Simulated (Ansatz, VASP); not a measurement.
Two plane-wave programs on MnS3

```
Mn S
1.0
     4.20651    0.00000    0.00000
     0.00000    4.20651    0.00000
     0.00000    0.00000    4.20651
Mn S
1 3
Direct
  0.00000 0.00000 0.00000
  0.00000 0.50000 0.50000
  0.50000 0.00000 0.50000
  0.50000 0.50000 0.00000
```

Alike in both runs: task relaxation of cell and atoms; functional PBE; k mesh 4 × 4 × 4; occupations gaussian, width 0.1 eV; collinear spin.

|  | VASP | Ansatz |
| --- | --- | --- |
| version | VASP 6.6.1 | Ansatz 0.2.0 |
| potentials or method | VASP PAW PBE potentials, release 64 (Mn_pv, S), cutoff 600 eV | scalar-relativistic, plane waves, PAW |
| valence electrons in the cell | 31 | 33 |

VASP gave:

| Quantity | Value |
| --- | --- |
| gap on the k mesh at the Fermi level, each at its own relaxed structure (eV) | none |
| net moment per atom (μB) | 1.05 |
| size of the moment on the site where the two differ most (μB) | 4.21 |
| relaxed volume (Å³/atom) | 16.69 |
| relaxed cell length with the largest relative difference (Å) | 4.057 |

**Question.** What did Ansatz give for the same quantities?

**Answer.** gap on the k mesh at the Fermi level, each at its own relaxed structure (eV): none; net moment per atom (μB): 1.05; size of the moment on the site where the two differ most (μB): 4.28; relaxed volume (Å³/atom): 16.70; relaxed cell length with the largest relative difference (Å): 4.058.

Site moments also hang on the region over which each program counts them. A gap of «none» marks a metal or a gap that the smearing closes. VASP's potentials hold 31 valence electrons a cell and Ansatz's 33, so a difference there can come from the potentials and not from the codes.

The k mesh is coarse, so the values compare programs but aren't converged.
